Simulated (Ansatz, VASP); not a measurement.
**Two plane-wave programs on BAs**

```
CELL_PARAMETERS angstrom
0.00000 2.15443 2.15443
2.15443 0.00000 2.15443
2.15443 2.15443 0.00000
ATOMIC_POSITIONS crystal
B 0.00000 0.00000 0.00000
As 0.50000 0.50000 0.50000
```

Alike in both runs: task relaxation of cell and atoms; functional PBE; k mesh 16 × 16 × 16; occupations fermi-dirac, width 0.1 eV; no spin polarisation.

```csv
,VASP,Ansatz
version,VASP 6.6.1,Ansatz 0.2.0
potentials or method,"VASP PAW PBE potentials, release 64 (B, As)","PAW with Ansatz's default frozen-core files, scalar-relativistic"
plane-wave cutoff (eV),600,420
valence electrons in the cell,8,18
```

|  | VASP | Ansatz | Ansatz less VASP |
| --- | --- | --- | --- |
| relaxed volume (Å³/atom) | 12.31 | 12.28 | -0.033 |
| relaxed cell length with the largest relative difference (Å) | 3.266 | 3.263 | -0.0029 |

VASP's potentials hold 8 valence electrons a cell and Ansatz's 18, so a difference there can come from the potentials and not from the codes.

Noted on VASP's run: the volume moved by over 15 % at a fixed basis, so the end points are rough.
